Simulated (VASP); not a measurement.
# CdF2 (Fmmm) in VASP: further runs

CdF2 is run at these levels: PBEsol; tasks: single point.

Program: VASP 6.6.1. These are calculated values, not measurements. Logs are shortened: lines on timing, memory, paths and dates and some standing lists are left out, and cuts for length are marked.

## 1. The cell of the first run

The structure is orthorhombic, space group Fmmm (No. 69). The conventional cell has a = 4.980 Å, b = 5.478 Å, c = 5.694 Å, α = 90.00°, β = 90.00°, γ = 90.00°. Cd (site symmetry mmm) has 8 F at 2.33 Å within 3.1 Å. F (site symmetry 222) has 4 Cd at 2.33 Å and 6 F at 2.49 to 2.85 Å within 3.1 Å.

## 2. Single point, PBEsol

File INCAR:

```
SYSTEM = CdF2
PREC = Accurate
ENCUT = 520
EDIFF = 1E-7
ISMEAR = 0
SIGMA = 0.05
LREAL = .FALSE.
LASPH = .TRUE.
NELM = 80
ALGO = Normal
ISIF = 2
LWAVE = .FALSE.
LCHARG = .TRUE.
GGA = PS
LELF = .TRUE.
LVHAR = .TRUE.
NBANDS = 20
```

File KPOINTS:

```
Automatic mesh
0
G
  8 8 8
  0 0 0
```

File POSCAR:

```
CdF2
1.0
    0.0000000000      2.8468671507      2.4901674840
    2.7391842324      0.0000000000      2.4901674840
    2.7391842324      2.8468671507      0.0000000000
Cd F
1 2
Direct
    0.0000000000      0.0000000000      0.0000000000
    0.2500000000      0.2500000000      0.2500000000
    0.7500000000      0.7500000000      0.7500000000
```

Potentials or basis: VASP PAW PBE potentials, release 64 (Cd, F).

Command:

```
> cat potpaw_PBE.64/Cd/POTCAR potpaw_PBE.64/F/POTCAR > POTCAR
> mpirun -np 1 vasp_std > vasp.out
```

OUTCAR:

```text
SYSTEM = CdF2
   PREC = Accurate
   ENCUT = 520
   EDIFF = 1E-7
   ISMEAR = 0
   LREAL = .FALSE.
   LASPH = .TRUE.
   NELM = 80
   ISIF = 2
   GGA = PS

 ion  position               nearest neighbor table
   1  0.000  0.000  0.000-   3 2.33   3 2.33   2 2.33   3 2.33   2 2.33   2 2.33   3 2.33   2 2.33

   2  0.250  0.250  0.250-   1 2.33   1 2.33   1 2.33   1 2.33
   3  0.750  0.750  0.750-   1 2.33   1 2.33   1 2.33   1 2.33

  LATTYP: Found a face centered orthorhombic cell.
 ALAT       =     4.9803349680
 B/A-ratio  =     1.1000000000
 C/A-ratio  =     1.1432432433

  Lattice vectors:

 A1 = (   2.7391842324,   2.8468671507,   0.0000000000)
 A2 = (   0.0000000000,   2.8468671507,   2.4901674840)
 A3 = (   2.7391842324,   0.0000000000,   2.4901674840)

Analysis of symmetry for initial positions (statically):
=====================================================================
 Subroutine PRICEL returns:
 Original cell was already a primitive cell.

 Routine SETGRP: Setting up the symmetry group for a
 face centered orthorhombic supercell.

 Subroutine GETGRP returns: Found  8 space group operations
 (whereof  8 operations were pure point group operations)
 out of a pool of  8 trial point group operations.

The static configuration has the point symmetry D_2h.

Analysis of symmetry for dynamics (positions and initial velocities):
=====================================================================
 Subroutine PRICEL returns:
 Original cell was already a primitive cell.

 Routine SETGRP: Setting up the symmetry group for a
 face centered orthorhombic supercell.

 Subroutine GETGRP returns: Found  8 space group operations
 (whereof  8 operations were pure point group operations)
 out of a pool of  8 trial point group operations.

The dynamic configuration has the point symmetry D_2h.

 Subroutine INISYM returns: Found  8 space group operations
 (whereof  8 operations are pure point group operations),
 and found     1 'primitive' translations

----------------------------------------------------------------------------------------

                                     Primitive cell

  volume of cell :      38.8371

  direct lattice vectors                    reciprocal lattice vectors
     0.000000000  2.846867151  2.490167484    -0.182536097  0.175631659  0.200789707
[... 78 lines left out ...]
 SYSTEM =  CdF2
   PREC   = accura    normal or accurate (medium, high low for compatibility)
   ISTART =      0    job   : 0-new  1-cont  2-samecut
   ICHARG =      2    charge: 1-file 2-atom 10-const
   ISPIN  =      1    spin polarized calculation?
   LNONCOLLINEAR =      F non collinear calculations
   LSORBIT =      F    spin-orbit coupling
   LASPH  =      T    aspherical Exc in radial PAW
   ENCUT  =  520.0 eV  38.22 Ry    6.18 a.u.   7.03  6.88  7.35*2*pi/ulx,y,z
   NELM   =     80;   NELMIN=  2; NELMDL= -5     # of ELM steps
   EDIFF  = 0.1E-06   stopping-criterion for ELM
   LREAL  =      F    real-space projection
   EDIFFG = 0.1E-05   stopping-criterion for IOM
   NSW    =      0    number of steps for IOM
   IBRION =     -1    ionic relax: 0-MD 1-quasi-New 2-CG
   NFREE  =      0    steps in history (QN), initial steepest desc. (CG)
   ISIF   =      2    stress and relaxation
   ISYM   =      2    0-nonsym 1-usesym 2-fastsym
   POTIM  = 0.5000    time-step for ionic-motion
   TEBEG  =    0.0;   TEEND  =   0.0 temperature during run
   PSTRESS=    0.0 pullay stress
   NELECT =      26.0000    total number of electrons
   NUPDOWN=      -1.0000    fix difference up-down
   EMIN   =  10.00;   EMAX   =-10.00  energy-range for DOS
   EFERMI =   0.00;   METHOD = LEGACY
   ISMEAR =     0;   SIGMA  =   0.05  broadening in eV -4-tet -1-fermi 0-gaus
   EFERMI_NEDOS =   21; number of points for ismear=-14 and -15
   IALGO  =     38    algorithm
   IMIX   =      4    mixing-type and parameters
     AMIX     =   0.40;   BMIX     =  1.00
     AMIX_MAG =   1.60;   BMIX_MAG =  1.00
  volume/ion in A,a.u.               =      12.95        87.36
  Fermi-wavevector in a.u.,A,eV,Ry     =   1.432134  2.706341 27.905650  2.051007
  Thomas-Fermi vector in A             =   2.551795
   LORBIT       =      0    0 simple, 1 ext, 2 COOP (PROOUT), +10 PAW based schemes
   GGA     = PS    functional components
   LHFCALC =     F    Hartree Fock is set to
   AEXX    =    0.0000 exact exchange contribution
   IVDW    =     0    specifies the selected vdW correction
   LEPSILON=     F    determine dielectric tensor
   LRPA    =     F    only Hartree local field effects (RPA)
 non-spin polarized calculation
 Gauss-broadening in eV      SIGMA  =   0.05
  energy-cutoff  :      520.00
  volume of cell :       38.84
 maximum number of plane-waves:      1061
   NGX = 15   NGY = 13   NGZ = 15

 number of electron      26.0000002 magnetization

 Free energy of the ion-electron system (eV)
  ---------------------------------------------------
  ext. energy  EPLUGINS =         0.00000000
  ---------------------------------------------------
  free energy    TOTEN  =       -11.46027320 eV

  energy without entropy =      -11.46027320  energy(sigma->0) =      -11.46027320

 E-fermi :  -0.8787     XC(G=0): -10.7574

 val. band max:       -1.0824841287   @ k =   0.0000   0.5000   0.5000
 cond. band min:       1.4140836892   @ k =   0.0000   0.0000   0.0000
 fundamental gap:      2.4965678179
 Fermi energy:        -0.8786784677

 k-point     1 :       0.0000    0.0000    0.0000
  band No.  band energies     occupation
      1     -22.1123      2.00000
      2     -20.8815      2.00000
      3      -7.0391      2.00000
      4      -7.0014      2.00000
      5      -6.9947      2.00000
      6      -5.8339      2.00000
[... 541 lines left out ...]
     19      18.0035      0.00000
     20      19.1126      0.00000

 [... further k-points ...]
[... 5 lines left out ...]
  --------------------------------------------------------------------------------------
  -------------------------------------------------------------------------------------
  Total       -0.2853701     -1.2972093      2.4624913      0.0000000      0.0000000      0.0000000
  in kB      -11.7725920    -53.5147659    101.5870347      0.0000000      0.0000000      0.0000000
  external PRESSURE =      12.0998923 kB  Pullay stress =       0.0000000 kB

 VOLUME and BASIS-vectors are now :
 -----------------------------------------------------------------------------
  energy-cutoff  :      520.00
  volume of cell :       38.84
      direct lattice vectors                 reciprocal lattice vectors
     0.000000000  2.846867151  2.490167484    -0.182536097  0.175631659  0.200789707
     2.739184232  0.000000000  2.490167484     0.182536097 -0.175631659  0.200789707
     2.739184232  2.846867151  0.000000000     0.182536097  0.175631659 -0.200789707

 POSITION                                       TOTAL-FORCE (eV/Angst)
 -----------------------------------------------------------------------------------
      0.00000      0.00000      0.00000         0.000000      0.000000     -0.000000
      1.36959      1.42343      1.24508         0.000000      0.000000      0.000000
      4.10878      4.27030      3.73525        -0.000000     -0.000000     -0.000000
 -----------------------------------------------------------------------------------
    total drift:                                0.000000      0.000000      0.000000

  FREE ENERGIE OF THE ION-ELECTRON SYSTEM (eV)
  ---------------------------------------------------
  free  energy   TOTEN  =       -11.4602731988 eV

  energy  without entropy=      -11.4602731988  energy(sigma->0) =      -11.46027320
```

OSZICAR:

```text
N       E                     dE             d eps       ncg     rms          rms(c)
DAV:   1     0.197080911643E+03    0.19708E+03   -0.15501E+04  3904   0.132E+03
DAV:   2    -0.434881594557E+01   -0.20143E+03   -0.19311E+03  4188   0.343E+02
DAV:   3    -0.129061548406E+02   -0.85573E+01   -0.85343E+01  4320   0.771E+01
DAV:   4    -0.129435623224E+02   -0.37407E-01   -0.37405E-01  4140   0.523E+00
DAV:   5    -0.129436924303E+02   -0.13011E-03   -0.13011E-03  4348   0.277E-01    0.948E+00
DAV:   6    -0.114559196936E+02    0.14878E+01   -0.33374E+00  4860   0.360E+01    0.726E+00
DAV:   7    -0.114837705999E+02   -0.27851E-01   -0.77512E-01  3996   0.777E+00    0.428E+00
DAV:   8    -0.114708606154E+02    0.12910E-01   -0.16404E-01  4052   0.372E+00    0.740E-01
DAV:   9    -0.114595733893E+02    0.11287E-01   -0.40018E-02  4616   0.245E+00    0.957E-02
DAV:  10    -0.114601375165E+02   -0.56413E-03   -0.34836E-03  4016   0.585E-01    0.108E-01
DAV:  11    -0.114602489754E+02   -0.11146E-03   -0.13458E-04  4224   0.122E-01    0.461E-02
DAV:  12    -0.114602699874E+02   -0.21012E-04   -0.88419E-05  3988   0.772E-02    0.201E-02
DAV:  13    -0.114602731547E+02   -0.31673E-05   -0.84145E-06  4176   0.277E-02    0.549E-03
DAV:  14    -0.114602731988E+02   -0.44136E-07   -0.37799E-07  4188   0.676E-03
   1 F= -.11460273E+02 E0= -.11460273E+02  d E =-.803627E-11
```

It took 83 s on 1 thread of Oxide Virtual Turin-like, shared host; peak memory 0.17 GiB.

Results:

```yaml
Free_energy: -11.4603 eV
Pressure: 1.2 GPa
Band_gap_on_the_k_mesh: 2.50 eV (least direct gap 3.04 eV)
```

Stress tensor (GPa, compression positive):
```
-1.18  0.00  0.00
 0.00 -5.35  0.00
 0.00  0.00 10.16
```

Caveat: the cell differs from its parent crystal (strain +e along x and -e along y -0.0200, strain +e along z and -e/2 along x and y -0.0750); the stress differs along the axes, from -5 to 10 GPa; the PAW data sets were made with another functional, which shifts forces and pressure a little. A k mesh can miss the band edges.

## 3. Single point, PBEsol

File INCAR:

```
  PREC = Accurate
  ENCUT = 520
  EDIFF = 1E-6
  ISMEAR = 0
  SIGMA = 0.05
  LREAL = F
  LASPH = T
  NELM = 100
  ALGO = Normal
  ISIF = 2
  LWAVE = F
  LCHARG = T
  GGA = PS
  LELF = T
  LVHAR = T
  NBANDS = 20
```

File KPOINTS:

```
Automatic mesh
0
Gamma
  8 8 8
```

File POSCAR:

```
CdF2
1.0
    0.0000000000      2.8973435186      2.3892147482
    2.7896606003      0.0000000000      2.3892147482
    2.7896606003      2.8973435186      0.0000000000
Cd F
1 2
Direct
    0.0000000000      0.0000000000      0.0000000000
    0.2500000000      0.2500000000      0.2500000000
    0.7500000000      0.7500000000      0.7500000000
```

Potentials or basis: VASP PAW PBE potentials, release 64 (Cd, F).

Command:

```
> cat potpaw_PBE.64/Cd/POTCAR potpaw_PBE.64/F/POTCAR > POTCAR
> mpirun -np 1 vasp_std > vasp.out
```

Wall time 2.2 min (1 thread of Oxide Virtual Turin-like, shared host); peak memory 0.17 GiB.

Results (log left out):

```yaml
Free_energy: -11.2908 eV
Pressure: 1.9 GPa
Band_gap_on_the_k_mesh: 2.05 eV (least direct gap 2.45 eV)
```

Stress tensor (GPa, compression positive):
```
-3.27  0.00  0.00
 0.00 -7.45  0.00
 0.00  0.00 16.45
```

Levels at points of the mesh, in eV from the valence-band top:
| k point | band 11 | band 12 | band 13 | band 14 | band 15 | band 16 |
| --- | --- | --- | --- | --- | --- | --- |
| (0.00, 0.00, 0.00) | -0.98 | -0.91 | -0.40 | 2.05 | 11.83 | 12.16 |
| (0.50, 0.00, 0.00) | -2.15 | -1.06 | -0.96 | 6.33 | 7.99 | 13.14 |
| (0.50, 0.50, 0.00) | -0.79 | -0.71 | -0.17 | 6.59 | 8.78 | 11.55 |
| (0.50, 0.00, 0.50) | -1.36 | -0.82 | -0.01 | 7.16 | 8.82 | 11.33 |
| (0.00, 0.50, 0.50) | -1.17 | -0.88 | 0.00 | 7.30 | 8.51 | 11.15 |

Caveat: the cell differs from its parent crystal (strain +e along x and -e along y -0.0200, strain +e along z and -e/2 along x and y -0.1125); the stress differs along the axes, from -7 to 16 GPa; the PAW data sets were made with another functional, which shifts forces and pressure a little.

## 4. Single point, PBEsol

File INCAR:

```
  PREC = Accurate
  ENCUT = 520
  EDIFF = 1E-6
  ISMEAR = 0
  SIGMA = 0.05
  LREAL = False
  LASPH = True
  NELM = 100
  ALGO = Normal
  ISIF = 2
  LWAVE = False
  LCHARG = True
  GGA = PS
  LELF = True
  LVHAR = True
  NBANDS = 20
```

KPOINTS is that of step 3.

File POSCAR:

```
CdF2
1.0
    0.0000000000      2.8199464211      2.4901674840
    2.7661049620      0.0000000000      2.4901674840
    2.7661049620      2.8199464211      0.0000000000
Cd F
1 2
Direct
    0.0000000000      0.0000000000      0.0000000000
    0.2500000000      0.2500000000      0.2500000000
    0.7500000000      0.7500000000      0.7500000000
```

Potentials or basis: VASP PAW PBE potentials, release 64 (Cd, F).

Command:

```
> cat potpaw_PBE.64/Cd/POTCAR potpaw_PBE.64/F/POTCAR > POTCAR
> mpirun -np 1 vasp_std > vasp.out
```

OUTCAR:

```text
PREC = Accurate
   ENCUT = 520
   EDIFF = 1E-6
   ISMEAR = 0
   LREAL = False
   LASPH = True
   NELM = 100
   ISIF = 2
   GGA = PS

 ion  position               nearest neighbor table
   1  0.000  0.000  0.000-   3 2.33   3 2.33   2 2.33   3 2.33   2 2.33   2 2.33   3 2.33   2 2.33

   2  0.250  0.250  0.250-   1 2.33   1 2.33   1 2.33   1 2.33
   3  0.750  0.750  0.750-   1 2.33   1 2.33   1 2.33   1 2.33

  LATTYP: Found a face centered orthorhombic cell.
 ALAT       =     4.9803349680
 B/A-ratio  =     1.1108108108
 C/A-ratio  =     1.1324324324

[... 196 lines left out ...]
      6      -5.8321      2.00000
[... 541 lines left out ...]
     19      17.8823      0.00000
     20      19.1809      0.00000

 [... further k-points ...]
[... 5 lines left out ...]
  --------------------------------------------------------------------------------------
  -------------------------------------------------------------------------------------
  Total       -0.5415847     -1.0469300      2.4621031      0.0000000      0.0000000     -0.0000000
  in kB      -22.3361816    -43.1777672    101.5427121      0.0000000      0.0000000     -0.0000000
  external PRESSURE =      12.0095878 kB  Pullay stress =       0.0000000 kB

 VOLUME and BASIS-vectors are now :
 -----------------------------------------------------------------------------
  energy-cutoff  :      520.00
  volume of cell :       38.85
      direct lattice vectors                 reciprocal lattice vectors
     0.000000000  2.819946421  2.490167484    -0.180759590  0.177308333  0.200789707
     2.766104962  0.000000000  2.490167484     0.180759590 -0.177308333  0.200789707
     2.766104962  2.819946421  0.000000000     0.180759590  0.177308333 -0.200789707

 POSITION                                       TOTAL-FORCE (eV/Angst)
 -----------------------------------------------------------------------------------
      0.00000      0.00000      0.00000         0.000000      0.000000      0.000000
      1.38305      1.40997      1.24508        -0.000000      0.000000      0.000000
      4.14916      4.22992      3.73525         0.000000     -0.000000     -0.000000
 -----------------------------------------------------------------------------------
    total drift:                                0.000000      0.000000      0.000000

  FREE ENERGIE OF THE ION-ELECTRON SYSTEM (eV)
  ---------------------------------------------------
  free  energy   TOTEN  =       -11.4674250956 eV

  energy  without entropy=      -11.4674250956  energy(sigma->0) =      -11.46742510
```

OSZICAR:

```text
N       E                     dE             d eps       ncg     rms          rms(c)
DAV:   1     0.196192693652E+03    0.19619E+03   -0.15464E+04  3944   0.132E+03
DAV:   2    -0.433449931341E+01   -0.20053E+03   -0.19240E+03  4208   0.344E+02
DAV:   3    -0.129098025642E+02   -0.85753E+01   -0.85523E+01  4280   0.769E+01
DAV:   4    -0.129471352773E+02   -0.37333E-01   -0.37331E-01  4236   0.523E+00
DAV:   5    -0.129472662390E+02   -0.13096E-03   -0.13096E-03  4272   0.277E-01    0.948E+00
DAV:   6    -0.114632268763E+02    0.14840E+01   -0.33287E+00  4804   0.360E+01    0.727E+00
DAV:   7    -0.114905748309E+02   -0.27348E-01   -0.76744E-01  4016   0.774E+00    0.427E+00
DAV:   8    -0.114776112369E+02    0.12964E-01   -0.15985E-01  4036   0.367E+00    0.729E-01
DAV:   9    -0.114667325917E+02    0.10879E-01   -0.38437E-02  4592   0.240E+00    0.957E-02
DAV:  10    -0.114672913137E+02   -0.55872E-03   -0.34677E-03  3968   0.580E-01    0.107E-01
DAV:  11    -0.114674012476E+02   -0.10993E-03   -0.13040E-04  4208   0.120E-01    0.460E-02
DAV:  12    -0.114674217697E+02   -0.20522E-04   -0.88461E-05  3952   0.776E-02    0.199E-02
DAV:  13    -0.114674250131E+02   -0.32434E-05   -0.84528E-06  4232   0.281E-02    0.564E-03
DAV:  14    -0.114674250956E+02   -0.82555E-07   -0.37729E-07  3420   0.703E-03
   1 F= -.11467425E+02 E0= -.11467425E+02  d E =-.233640E-21
```

stdout:

```text
POSCAR found type information on POSCAR CdF
 POSCAR found :  2 types and       3 ions
 scaLAPACK will be used
 -----------------------------------------------------------------------------
|                                                                             |
|                                                                             |
|     You enforced a specific xc type in the INCAR file but a different       |
|     I HOPE YOU KNOW WHAT YOU ARE DOING!                                     |
|                                                                             |
 -----------------------------------------------------------------------------

 LDA part: xc-table for (Slater+PW92), standard interpolation
 POSCAR, INCAR and KPOINTS ok, starting setup
 FFT: planning ... GRIDC
 FFT: planning ... GRID_SOFT
 FFT: planning ... GRID
 WAVECAR not read
 entering main loop
```

Wall time 2.1 min (1 thread of Oxide Virtual Turin-like, shared host); peak memory 0.17 GiB.

Results:

```yaml
Free_energy: -11.4674 eV
Pressure: 1.2 GPa
Band_gap_on_the_k_mesh: 2.51 eV (least direct gap 3.05 eV)
```

Levels at points of the mesh, in eV from the valence-band top:
```csv
k point,band 11,band 12,band 13,band 14,band 15,band 16
"(0.00, 0.00, 0.00)",-0.70,-0.65,-0.54,2.51,12.12,12.36
"(0.50, 0.00, 0.00)",-1.98,-0.72,-0.65,6.72,8.51,13.64
"(0.50, 0.50, 0.00)",-0.46,-0.41,-0.24,7.23,9.08,11.63
"(0.50, 0.00, 0.50)",-0.99,-0.47,-0.01,7.60,9.19,11.49
"(0.00, 0.50, 0.50)",-0.89,-0.51,0.00,7.63,9.07,11.43
```

Caveat: the cell differs from its parent crystal (strain +e along x and -e along y -0.0100, strain +e along z and -e/2 along x and y -0.0750); the stress differs along the axes, from -4 to 10 GPa; the PAW data sets were made with another functional, which shifts forces and pressure a little. A k mesh can miss the band edges.

## 5. Overview

| cell | gap on the mesh (eV) | pressure (GPa) |
| --- | --- | --- |
| a = 3.782, b = 3.702, c = 3.951 Å, angles 59.1, 57.2, 63.7°, 3 atoms | 2.50 | 1.2 |
| a = 3.755, b = 3.673, c = 4.022 Å, angles 58.2, 56.2, 65.6°, 3 atoms | 2.05 | 1.9 |
| a = 3.762, b = 3.722, c = 3.950 Å, angles 58.6, 57.6, 63.7°, 3 atoms | 2.51 | 1.2 |

Alike in all rows: task single point; level PBEsol; potentials or basis VASP PAW PBE potentials, release 64 (Cd, F); no spin polarisation; k mesh 8 × 8 × 8; cutoff (eV) 520; smearing gaussian 0.05 eV.

Caveats: the PAW data sets were made with another functional, which shifts forces and pressure a little; the stress differs along the axes, from -5 to 10 GPa (at least some runs); the stress differs along the axes, from -7 to 16 GPa (at least some runs); the stress differs along the axes, from -4 to 10 GPa (at least some runs).

Absolute energies hang on the potentials; compare differences alone.
